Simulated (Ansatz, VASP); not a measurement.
## InPd in VASP and in Ansatz

```
In Pd
1.0
     3.36026    0.00000    0.00000
     0.00000    3.36026    0.00000
     0.00000    0.00000    3.01936
In Pd
1 1
Direct
  0.98013 0.00000 0.00000
  0.52144 0.50000 0.50000
```

Change from the starting cell: mode 4 frozen in at -0.070 Å, strain +e along z and -e/2 along x and y -0.0700.

Alike in both runs: task single point; functional PBEsol; k mesh 14 × 14 × 14; occupations gaussian, width 0.15 eV; no spin polarisation.

|  | VASP | Ansatz |
| --- | --- | --- |
| version | VASP 6.6.1 | Ansatz 0.2.0 |
| potentials or method | VASP PAW PBE potentials, release 64 (In_d, Pd), cutoff 520 eV | scalar-relativistic, plane waves, PAW |
| valence electrons in the cell | 23 | 31 |

|  | VASP | Ansatz | Ansatz less VASP |
| --- | --- | --- | --- |
| gap on the k mesh at the Fermi level (eV) | none | none | - |
| pressure (GPa) | 2.3 | 2.0 | -0.24 |
| traceless stress, the component that is largest in VASP (GPa) | 3.28 | 3.27 | -0.005 |
| rms of the force components (eV/Å) | 0.374 | 0.368 | -0.0060 |

VASP's potentials were made for PBE, not for PBEsol. Atom by atom the forces differ by 0.006 eV/Å (rms over components). A gap of «none» marks a metal or a gap that the smearing closes. VASP's potentials hold 23 valence electrons a cell and Ansatz's 31, so a difference there can come from the potentials and not from the codes.
